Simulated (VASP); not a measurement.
# Li4HgS3 (P3m1) in VASP: a series of runs, part 2 of 2

VASP 6.6.1. The steps go on from the part before.

### Step 3. Single point, PBE

This run uses another cell than the first one, of 17.81 Å³/atom.

Contents of INCAR:

```
PREC = Accurate ; ENCUT = 520
EDIFF = 1E-6 ; ISMEAR = 0
SIGMA = 0.1 ; LREAL = False
LASPH = True ; NELM = 100
ALGO = Normal ; ISIF = 2
LWAVE = False ; LCHARG = False
GGA = PE ; NBANDS = 31
```

Contents of KPOINTS:

```
Automatic mesh
0
Gamma
  6 6 2
```

Contents of POSCAR:

```
Li4HgS3
1.0
    3.9964861100      0.0000000000      0.0000000000
   -1.9982430550      3.4610584972      0.0000000000
    0.0000000000      0.0000000000     10.2982940351
Li Hg S
4 1 3
Direct
    0.0000000000      0.0000000000     -0.0020471337
    0.6666666667      0.3333333333      0.4540104937
    0.0000000000      0.0000000000      0.6788081504
    0.6666666667      0.3333333333      0.8557025112
    0.3333333333      0.6666666667      0.2432111964
    0.6666666667      0.3333333333      0.1076896578
    0.3333333333      0.6666666667      0.4828136368
    0.3333333333      0.6666666667      0.8078061874
```

Potentials or basis: VASP PAW PBE potentials, release 64 (Li_sv, Hg, S).

Started as:

```
> cat potpaw_PBE.64/Li_sv/POTCAR potpaw_PBE.64/Hg/POTCAR potpaw_PBE.64/S/POTCAR > POTCAR
> mpirun -np 1 vasp_std > vasp.out
```

OUTCAR:

```text
PREC = Accurate
   ENCUT = 520
   EDIFF = 1E-6
   ISMEAR = 0
   LREAL = False
   LASPH = True
   NELM = 100
   ISIF = 2
   GGA = PE

 ion  position               nearest neighbor table
   1  0.000  0.000  0.998-   6 2.57   6 2.57   6 2.57
   2  0.667  0.333  0.454-   7 2.33   7 2.33   7 2.33   5 3.17   5 3.17   5 3.17
   3  0.000  0.000  0.679-   8 2.66   8 2.66   8 2.66
   4  0.667  0.333  0.856-   8 2.36   8 2.36   8 2.36   6 2.60
   5  0.333  0.667  0.243-   7 2.47   6 2.70   6 2.70   6 2.70   2 3.17   2 3.17   2 3.17
   6  0.667  0.333  0.108-   1 2.57   1 2.57   1 2.57   4 2.60   5 2.70   5 2.70   5 2.70
   7  0.333  0.667  0.483-   2 2.33   2 2.33   2 2.33   5 2.47
   8  0.333  0.667  0.808-   4 2.36   4 2.36   4 2.36   3 2.66   3 2.66   3 2.66

  LATTYP: Found a hexagonal cell.
 ALAT       =     3.9964861100
 C/A-ratio  =     2.5768371894

  Lattice vectors:

 A1 = (   3.9964861100,   0.0000000000,   0.0000000000)
 A2 = (  -1.9982430550,   3.4610584972,   0.0000000000)
 A3 = (   0.0000000000,   0.0000000000,  10.2982940351)

Analysis of symmetry for initial positions (statically):
=====================================================================
 Subroutine PRICEL returns:
 Original cell was already a primitive cell.

 Routine SETGRP: Setting up the symmetry group for a
 hexagonal supercell.

 Subroutine GETGRP returns: Found  6 space group operations
 (whereof  6 operations were pure point group operations)
 out of a pool of 24 trial point group operations.

The static configuration has the point symmetry C_3v.

Analysis of symmetry for dynamics (positions and initial velocities):
=====================================================================
 Subroutine PRICEL returns:
 Original cell was already a primitive cell.

 Routine SETGRP: Setting up the symmetry group for a
 hexagonal supercell.

 Subroutine GETGRP returns: Found  6 space group operations
 (whereof  6 operations were pure point group operations)
 out of a pool of 24 trial point group operations.

The dynamic configuration has the point symmetry C_3v.

 Subroutine INISYM returns: Found  6 space group operations
 (whereof  6 operations are pure point group operations),
 and found     1 'primitive' translations

----------------------------------------------------------------------------------------

                                     Primitive cell

  volume of cell :     142.4467

  direct lattice vectors                    reciprocal lattice vectors
     3.996486110  0.000000000  0.000000000     0.250219811  0.144464475  0.000000000
    -1.998243055  3.461058497  0.000000000     0.000000000  0.288928951  0.000000000
     0.000000000  0.000000000 10.298294035     0.000000000  0.000000000  0.097103462

  length of vectors
     3.996486110  3.996486110 10.298294035     0.288928951  0.288928951  0.097103462

  position of ions in fractional coordinates (direct lattice)
     0.000000000  0.000000000  0.997952866
     0.666666667  0.333333333  0.454010494
     0.000000000  0.000000000  0.678808150
[... 49 lines left out ...]
  0.166667  0.166667  0.000000      6.000000
  0.333333  0.166667  0.000000     12.000000
  0.333333  0.333333  0.000000      2.000000
  0.000000  0.000000  0.500000      1.000000
  0.166667  0.000000  0.500000      6.000000
  0.333333  0.000000  0.500000      6.000000
  0.500000  0.000000  0.500000      3.000000
  0.166667  0.166667  0.500000      6.000000
  0.333333  0.166667  0.500000     12.000000
  0.333333  0.333333  0.500000      2.000000
   k-points           NKPTS =     14   k-points in BZ     NKDIM =     14   number of bands    NBANDS=     31
   number of dos      NEDOS =    301   number of ions     NIONS =      8
   total plane-waves  NPLWV =  72000
   dimension x,y,z NGX =    30 NGY =   30 NGZ =   80
   dimension x,y,z NGXF=    60 NGYF=   60 NGZF=  160
   ions per type =               4   1   3
   NGX,Y,Z   is equivalent  to a cutoff of  12.48, 12.48, 12.91 a.u.
   NGXF,Y,Z  is equivalent  to a cutoff of  24.96, 24.96, 25.83 a.u.
 SYSTEM =  unknown system
   PREC   = accura    normal or accurate (medium, high low for compatibility)
   ISTART =      0    job   : 0-new  1-cont  2-samecut
   ICHARG =      2    charge: 1-file 2-atom 10-const
   ISPIN  =      1    spin polarized calculation?
   LNONCOLLINEAR =      F non collinear calculations
   LSORBIT =      F    spin-orbit coupling
   LASPH  =      T    aspherical Exc in radial PAW
   ENCUT  =  520.0 eV  38.22 Ry    6.18 a.u.   7.43  7.43 19.15*2*pi/ulx,y,z
   NELM   =    100;   NELMIN=  2; NELMDL= -5     # of ELM steps
   EDIFF  = 0.1E-05   stopping-criterion for ELM
   LREAL  =      F    real-space projection
   EDIFFG = 0.1E-04   stopping-criterion for IOM
   NSW    =      0    number of steps for IOM
   IBRION =     -1    ionic relax: 0-MD 1-quasi-New 2-CG
   NFREE  =      0    steps in history (QN), initial steepest desc. (CG)
   ISIF   =      2    stress and relaxation
   ISYM   =      2    0-nonsym 1-usesym 2-fastsym
   POTIM  = 0.5000    time-step for ionic-motion
   TEBEG  =    0.0;   TEEND  =   0.0 temperature during run
   PSTRESS=    0.0 pullay stress
   NELECT =      42.0000    total number of electrons
   NUPDOWN=      -1.0000    fix difference up-down
   EMIN   =  10.00;   EMAX   =-10.00  energy-range for DOS
   EFERMI =   0.00;   METHOD = LEGACY
   ISMEAR =     0;   SIGMA  =   0.10  broadening in eV -4-tet -1-fermi 0-gaus
   EFERMI_NEDOS =   21; number of points for ismear=-14 and -15
   IALGO  =     38    algorithm
   IMIX   =      4    mixing-type and parameters
     AMIX     =   0.40;   BMIX     =  1.00
     AMIX_MAG =   1.60;   BMIX_MAG =  1.00
  volume/ion in A,a.u.               =      17.81       120.16
  Fermi-wavevector in a.u.,A,eV,Ry     =   1.089617  2.059077 16.153715  1.187265
  Thomas-Fermi vector in A             =   2.225824
   LORBIT       =      0    0 simple, 1 ext, 2 COOP (PROOUT), +10 PAW based schemes
   GGA     = PE    functional components
   LHFCALC =     F    Hartree Fock is set to
   AEXX    =    0.0000 exact exchange contribution
   IVDW    =     0    specifies the selected vdW correction
   LEPSILON=     F    determine dielectric tensor
   LRPA    =     F    only Hartree local field effects (RPA)
 non-spin polarized calculation
 Gauss-broadening in eV      SIGMA  =   0.10
  energy-cutoff  :      520.00
  volume of cell :      142.45
 maximum number of plane-waves:      3863
 NGX is ok and might be reduce to    30
   NGX = 15   NGY = 15   NGZ = 39

 number of electron      42.0000042 magnetization

 Free energy of the ion-electron system (eV)
  ---------------------------------------------------
  ext. energy  EPLUGINS =         0.00000000
  ---------------------------------------------------
  free energy    TOTEN  =       -27.59216127 eV

  energy without entropy =      -27.59216127  energy(sigma->0) =      -27.59216127

 E-fermi :   2.5797     XC(G=0):  -8.8804

 val. band max:        1.9990971956   @ k =   0.1667   0.0000   0.0000
 cond. band min:       3.2538015557   @ k =   0.0000   0.0000   0.0000
 fundamental gap:      1.2547043601
 Fermi energy:         2.5796752873

 k-point     1 :       0.0000    0.0000    0.0000
  band No.  band energies     occupation
      1     -43.5274      2.00000
      2     -43.3848      2.00000
      3     -42.4953      2.00000
      4     -42.3754      2.00000
      5     -10.3020      2.00000
      6      -9.6239      2.00000
[... 465 lines left out ...]
     30      10.3707      0.00000
     31      10.4872      0.00000

------------------------ aborting loop because EDIFF is reached ----------------------------------------

  FORCE on cell =-STRESS in cart. coord.  units (eV):
  Direction    XX          YY          ZZ          XY          YZ          ZX
  --------------------------------------------------------------------------------------
  -------------------------------------------------------------------------------------
  Total        0.2234987      0.2234987      0.1532489     -0.0000000     -0.0000000      0.0000000
  in kB        2.5138132      2.5138132      1.7236755     -0.0000000     -0.0000000      0.0000000
  external PRESSURE =       2.2504340 kB  Pullay stress =       0.0000000 kB

 VOLUME and BASIS-vectors are now :
 -----------------------------------------------------------------------------
  energy-cutoff  :      520.00
  volume of cell :      142.45
      direct lattice vectors                 reciprocal lattice vectors
     3.996486110  0.000000000  0.000000000     0.250219811  0.144464475  0.000000000
    -1.998243055  3.461058497  0.000000000     0.000000000  0.288928951  0.000000000
     0.000000000  0.000000000 10.298294035     0.000000000  0.000000000  0.097103462

 POSITION                                       TOTAL-FORCE (eV/Angst)
 -----------------------------------------------------------------------------------
      0.00000      0.00000     10.27721         0.000000     -0.000000     -0.001464
      1.99824      1.15369      4.67553         0.000000     -0.000000     -0.004540
      0.00000      0.00000      6.99057         0.000000     -0.000000     -0.025576
      1.99824      1.15369      8.81228         0.000000     -0.000000     -0.001041
     -0.00000      2.30737      2.50466         0.000000     -0.000000     -0.025826
      1.99824      1.15369      1.10902         0.000000     -0.000000     -0.007405
     -0.00000      2.30737      4.97216        -0.000000      0.000000      0.053428
     -0.00000      2.30737      8.31903         0.000000     -0.000000      0.012424
 -----------------------------------------------------------------------------------
    total drift:                                0.000000     -0.000001      0.001015

  FREE ENERGIE OF THE ION-ELECTRON SYSTEM (eV)
  ---------------------------------------------------
  free  energy   TOTEN  =       -27.5921612683 eV

  energy  without entropy=      -27.5921612683  energy(sigma->0) =      -27.59216127
```

Wall time 62 s (1 thread of Intel Xeon Platinum 8488C (Sapphire Rapids), shared host); peak memory 0.28 GiB.

What came out:

```yaml
Free_energy: -27.5922 eV
Largest_force: 0.053 eV/Å
Band_gap_on_the_k_mesh: 1.25 eV (least direct gap 1.35 eV)
```

Forces on the atoms (eV/Å):
```
Li   0.000  0.000 -0.001
Li   0.000  0.000 -0.005
Li   0.000  0.000 -0.026
Li   0.000  0.000 -0.001
Hg   0.000  0.000 -0.026
S    0.000  0.000 -0.007
S    0.000  0.000  0.053
S    0.000  0.000  0.012
```

Caveat: the cutoff is under 1.25 times the usual one of these potentials, so pressure, stress and relaxed cells hold a basis-set (Pulay) error; spin-orbit coupling is left out, which moves the levels of the heavy elements.

### Step 4. Relaxation of cell and atoms, PBE

Contents of INCAR:

```
SYSTEM = Li4HgS3
PREC = Accurate
ENCUT = 600
EDIFF = 1E-6
ISMEAR = 0
SIGMA = 0.1
LREAL = .False.
LASPH = .True.
NELM = 100
ALGO = Normal
ISIF = 3
LWAVE = .False.
LCHARG = .False.
GGA = PE
IBRION = 2
NSW = 90
EDIFFG = -0.04
```

Contents of KPOINTS:

```
Automatic mesh
0
Gamma
  6 6 2
  0 0 0
```

Contents of POSCAR:

```
Li4HgS3
1.0
    3.5250000000      0.0000000000      0.0000000000
   -1.7625000000      3.0527395500      0.0000000000
    0.0000000000      0.0000000000     13.1358018100
Li Hg S
4 1 3
Direct
    0.0000000000      0.0000000000      0.0000000000
    0.6666666700      0.3333333300      0.3952926900
    0.0000000000      0.0000000000      0.5578683700
    0.6666666700      0.3333333300      0.7789341900
    0.3333333300      0.6666666700      0.2274981700
    0.6666666700      0.3333333300      0.1105329100
    0.3333333300      0.6666666700      0.6684012800
    0.3333333300      0.6666666700      0.8894670900
```

Started as:

```
> cat potpaw_PBE.64/Li_sv/POTCAR potpaw_PBE.64/Hg/POTCAR potpaw_PBE.64/S/POTCAR > POTCAR
> mpirun -np 1 vasp_std > vasp.out
```

Run time: 51 min. Hardware: 1 thread of Intel Xeon Platinum 8488C (Sapphire Rapids), shared host; peak memory 0.33 GiB.

The run converged. Its results:

| Quantity | Value |
| --- | --- |
| Free energy | -27.5821 eV |
| Relaxed volume | 17.94 Å³/atom |
| Relaxed cell | a = 4.001 Å, b = 4.001 Å, c = 10.355 Å, α = 90.00°, β = 90.00°, γ = 120.00° |
| Space group after relaxing (to 0.1 Å) | P3m1 (No. 156) |
| Energy gained by relaxing | 519.2 meV/atom |
| Ionic steps | 77 |
| Pressure after relaxing | 0.0 GPa |
| Largest force after relaxing | 0.034 eV/Å |
| Band gap on the k mesh | 1.25 eV (least direct gap 1.34 eV) |

Forces in eV/Å, atoms in the order of the input:
```
Li   0.000  0.000 -0.032
Li   0.000  0.000  0.002
Li   0.000  0.000 -0.005
Li   0.000  0.000 -0.013
Hg   0.000  0.000  0.034
S    0.000  0.000 -0.026
S    0.000  0.000  0.027
S    0.000  0.000  0.012
```

Stress tensor (GPa, compression positive):
```
 0.03  0.00  0.00
 0.00  0.03  0.00
 0.00  0.00 -0.12
```

The path:
| step | energy change (eV) | largest force (eV/Å) | pressure (GPa) | volume (Å³) |
| --- | --- | --- | --- | --- |
| 1 | 0.0000 | 1.6300 | 3.05 | 141.35 |
| 3 | -0.9894 | 1.0880 | -2.96 | 159.75 |
| 5 | -1.0868 | 0.9940 | -4.26 | 168.06 |
| 7 | -2.1610 | 1.0878 | 0.15 | 145.41 |
| 9 | -2.2277 | 1.1665 | -1.36 | 149.68 |
| 11 | -2.4614 | 1.0382 | 1.88 | 141.45 |
| 13 | -2.6235 | 0.3549 | 1.17 | 144.39 |
| 15 | -2.6996 | 0.3950 | -1.21 | 153.35 |
| 17 | -2.7668 | 1.0231 | -0.16 | 152.00 |
| 19 | -2.8340 | 1.0407 | 0.21 | 150.77 |
| 21 | -2.8181 | 1.1020 | 2.61 | 145.22 |
| 23 | -2.9781 | 0.5739 | 0.19 | 149.65 |
| 25 | -3.0144 | 0.4772 | -0.20 | 150.55 |
| 27 | -3.0686 | 0.6092 | -0.34 | 152.26 |
| 29 | -3.1249 | 0.3150 | 0.08 | 150.33 |
| 31 | -3.1563 | 0.4783 | 0.96 | 147.88 |
| 33 | -3.2248 | 0.7133 | 0.72 | 147.81 |
| 35 | -3.2359 | 1.0186 | 0.68 | 147.75 |
| 37 | -3.4250 | 0.7392 | -0.93 | 151.46 |
| 39 | -3.5032 | 0.6562 | -1.86 | 154.42 |
| 41 | -3.6450 | 0.2666 | -0.66 | 150.78 |
| 43 | -3.7031 | 0.3266 | 0.09 | 148.07 |
| 45 | -3.7186 | 0.2653 | 0.00 | 147.77 |
| 47 | -3.7489 | 0.2166 | -0.10 | 146.22 |
| 49 | -3.7587 | 0.2737 | 0.62 | 143.23 |
| 51 | -3.8030 | 0.3746 | 0.20 | 144.24 |
| 53 | -3.7543 | 1.6298 | 1.74 | 148.83 |
| 55 | -3.9065 | 0.4121 | 0.67 | 147.51 |
| 57 | -3.9477 | 0.3719 | 0.15 | 148.55 |
| 59 | -3.9883 | 0.2784 | -0.30 | 151.74 |
| 61 | -4.0080 | 0.2261 | -0.23 | 151.07 |
| 63 | -4.0530 | 0.2579 | -0.09 | 148.90 |
| 65 | -4.0966 | 0.3416 | -0.56 | 147.74 |
| 67 | -4.1304 | 0.2392 | 0.16 | 143.66 |
| 69 | -4.1434 | 0.1406 | 0.07 | 143.84 |
| 71 | -4.1478 | 0.0546 | 0.01 | 144.32 |
| 73 | -4.1485 | 0.0484 | -0.05 | 144.48 |
| 75 | -4.1517 | 0.0888 | -0.18 | 144.48 |
| 77 | -4.1534 | 0.0343 | -0.02 | 143.55 |

Final structure:
```
Li Hg S
1.0
     4.00087    0.00000    0.00000
    -2.00043    3.46485    0.00000
     0.00000    0.00000   10.35530
Li Hg S
4 1 3
Direct
  0.00000 0.00000 0.00061
  0.66667 0.33333 0.45371
  0.00000 0.00000 0.67990
  0.66667 0.33333 0.85612
  0.33333 0.66667 0.24231
  0.66667 0.33333 0.10752
  0.33333 0.66667 0.48086
  0.33333 0.66667 0.80697
```

Levels at points of the mesh, in eV from the valence-band top:
| k point | band 17 | band 18 | band 19 | band 20 | band 21 | band 22 | band 23 | band 24 | band 25 | band 26 |
| --- | --- | --- | --- | --- | --- | --- | --- | --- | --- | --- |
| (0.00, 0.00, 0.00) | -0.37 | -0.37 | -0.29 | -0.29 | -0.09 | 1.25 | 4.03 | 5.01 | 5.77 | 5.87 |
| (0.50, 0.00, 0.00) | -1.79 | -1.69 | -1.02 | -0.87 | -0.64 | 2.30 | 3.34 | 4.10 | 5.51 | 6.25 |
| (0.00, 0.00, 0.50) | -0.77 | -0.53 | -0.53 | -0.19 | -0.19 | 1.91 | 4.05 | 4.61 | 5.82 | 5.82 |
| (0.50, 0.00, 0.50) | -1.70 | -1.57 | -1.32 | -0.64 | -0.42 | 2.18 | 3.25 | 4.38 | 5.43 | 5.94 |

Caveat: the cutoff is under 1.25 times the usual one of these potentials, so pressure, stress and relaxed cells hold a basis-set (Pulay) error; a cell axis changed by over 15 % at a fixed basis, so the end point is rough; spin-orbit coupling is left out, which moves the levels of the heavy elements.

### Step 5. Single point, PBE

This run uses another cell than the first one, of 17.80 Å³/atom.

Contents of INCAR:

```
PREC = Accurate ; ENCUT = 520
EDIFF = 1E-6 ; ISMEAR = 0
SIGMA = 0.02 ; LREAL = F
LASPH = T ; NELM = 80
ALGO = Normal ; ISIF = 2
LWAVE = F ; LCHARG = T
GGA = PE ; LELF = T
LVHAR = T ; NBANDS = 31
```

Contents of KPOINTS:

```
regular mesh
0
Gamma
  12 12 4
```

Contents of POSCAR:

```
Li4HgS3
1.0
    4.0050996133      0.0000000000      0.0000000000
   -2.0025498067      3.4685180098      0.0000000000
    0.0000000000      0.0000000000     10.2531131238
Li Hg S
4 1 3
Direct
    0.0000000000      0.0000000000      0.9963494599
    0.6666666667      0.3333333333      0.4529419071
    0.0000000000      0.0000000000      0.6743069792
    0.6666666667      0.3333333333      0.8551581174
    0.3333333333      0.6666666667      0.2437180874
    0.6666666667      0.3333333333      0.1098710583
    0.3333333333      0.6666666667      0.4855630180
    0.3333333333      0.6666666667      0.8100860727
```

Started as:

```
> cat potpaw_PBE.64/Li_sv/POTCAR potpaw_PBE.64/Hg/POTCAR potpaw_PBE.64/S/POTCAR > POTCAR
> mpirun -np 1 vasp_std > vasp.out
```

Wall time 4.8 min (1 thread of Intel Xeon Platinum 8488C (Sapphire Rapids), shared host); peak memory 0.42 GiB.

The run converged. Its results:

```
Free energy            : -27.6045 eV
Largest force          : 0.041 eV/Å
Band gap on the k mesh : 1.20 eV (least direct gap 1.30 eV)
```

Forces on the atoms (eV/Å):
```
Li   0.000  0.000 -0.003
Li   0.000  0.000 -0.007
Li   0.000  0.000 -0.003
Li   0.000  0.000  0.002
Hg   0.000  0.000  0.004
S    0.000  0.000 -0.033
S    0.000  0.000  0.041
S    0.000  0.000 -0.001
```

Levels at points of the mesh, in eV from the valence-band top:
| k point | band 17 | band 18 | band 19 | band 20 | band 21 | band 22 | band 23 | band 24 | band 25 | band 26 |
| --- | --- | --- | --- | --- | --- | --- | --- | --- | --- | --- |
| (0.00, 0.00, 0.00) | -0.43 | -0.43 | -0.39 | -0.39 | -0.10 | 1.20 | 3.94 | 4.91 | 5.61 | 5.77 |
| (0.50, 0.00, 0.00) | -1.88 | -1.77 | -1.10 | -0.95 | -0.69 | 2.24 | 3.29 | 4.10 | 5.43 | 6.12 |
| (0.00, 0.00, 0.50) | -0.84 | -0.63 | -0.63 | -0.26 | -0.26 | 1.88 | 3.97 | 4.50 | 5.71 | 5.71 |
| (0.50, 0.00, 0.50) | -1.76 | -1.64 | -1.45 | -0.71 | -0.45 | 2.14 | 3.21 | 4.36 | 5.39 | 5.79 |

Caveat: the cutoff is under 1.25 times the usual one of these potentials, so pressure, stress and relaxed cells hold a basis-set (Pulay) error; spin-orbit coupling is left out, which moves the levels of the heavy elements. A k mesh can miss the band edges.

### Step 6. The runs side by side

```tsv
task	cell	k mesh	cutoff (eV)	smearing	gap on the mesh (eV)	largest force (eV/Å)
single point	a = 3.525, b = 3.525, c = 13.136 Å, angles 90.0, 90.0, 120.0°, 8 atoms, atomic positions A	6 × 6 × 2	520	gaussian 0.1 eV	none	1.63
single point	a = 3.996, b = 3.996, c = 10.298 Å, angles 90.0, 90.0, 120.0°, 8 atoms, atomic positions B	6 × 6 × 2	520	gaussian 0.1 eV	1.25	0.05
relaxation of cell and atoms	relaxed from a = 3.525, b = 3.525, c = 13.136 Å, angles 90.0, 90.0, 120.0°, 8 atoms, atomic positions A	6 × 6 × 2	600	gaussian 0.1 eV	1.25	0.03
single point	a = 4.005, b = 4.005, c = 10.253 Å, angles 90.0, 90.0, 120.0°, 8 atoms, atomic positions C	12 × 12 × 4	520	gaussian 0.02 eV	1.20	0.04
```

Alike in all rows: level PBE; potentials or basis VASP PAW PBE potentials, release 64 (Li_sv, Hg, S); no spin polarisation.

Caveats: the cutoff is under 1.25 times the usual one of these potentials, so pressure, stress and relaxed cells hold a basis-set (Pulay) error; spin-orbit coupling is left out, which moves the levels of the heavy elements; forces of over 1 eV/Å act on the atoms, so gaps and moduli don't describe the material at rest (at least some runs); a cell axis changed by over 15 % at a fixed basis, so the end point is rough (at least some runs).

Total energies depend on the potentials used, so only differences within one code and one set of settings carry meaning.

The gap in the log of VASP goes by the Fermi energy; the results here count the filled bands.